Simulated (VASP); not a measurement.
Here is a VASP 6.6.1 calculation.

The input INCAR:

```
PREC = Accurate
ENCUT = 520
EDIFF = 1E-7
ISMEAR = 0
SIGMA = 0.1
LREAL = False
LASPH = True
NELM = 80
ALGO = Normal
ISIF = 2
LWAVE = False
LCHARG = False
GGA = PS
NBANDS = 50
```

Contents of KPOINTS:

```
Automatic mesh
0
Gamma
  12 12 2
```

File POSCAR:

```
GeSb4Te7
1.0
    4.3397333605      0.0000000000      0.0000000000
   -2.1698666802      3.7583193358      0.0000000000
    0.0000000000      0.0000000000     23.0872103541
Ge Sb Te
1 4 7
Direct
    0.0000000000      0.0000000000      0.5000000000
    0.6666666667      0.3333333333      0.9159719092
    0.3333333333      0.6666666667      0.3442998529
    0.3333333333      0.6666666667      0.0840280908
    0.6666666667      0.3333333333      0.6557001471
    0.3333333333      0.6666666667      0.8426438084
    0.6666666667      0.3333333333      0.1573561916
    0.0000000000      0.0000000000      0.7288187777
    0.6666666667      0.3333333333      0.4291742602
    0.3333333333      0.6666666667      0.5708257398
    0.0000000000      0.0000000000      0.0000000000
    0.0000000000      0.0000000000      0.2711812223
```

Potentials or basis: VASP PAW PBE potentials, release 64 (Ge_d, Sb, Te).

Command:

```sh
$ cat potpaw_PBE.64/Ge_d/POTCAR potpaw_PBE.64/Sb/POTCAR potpaw_PBE.64/Te/POTCAR > POTCAR
$ mpirun -np 1 vasp_std > vasp.out
```

(1) What does it give for the largest force?

(2) What does it give for the pressure?

Answers

(1) 0.043 eV/Å.

(2) -1.3 GPa.

Caveat: the cell differs from its parent crystal (biaxial strain in the a-b plane: +2.0 %); the PAW data sets were made with another functional, which shifts forces and pressure a little.
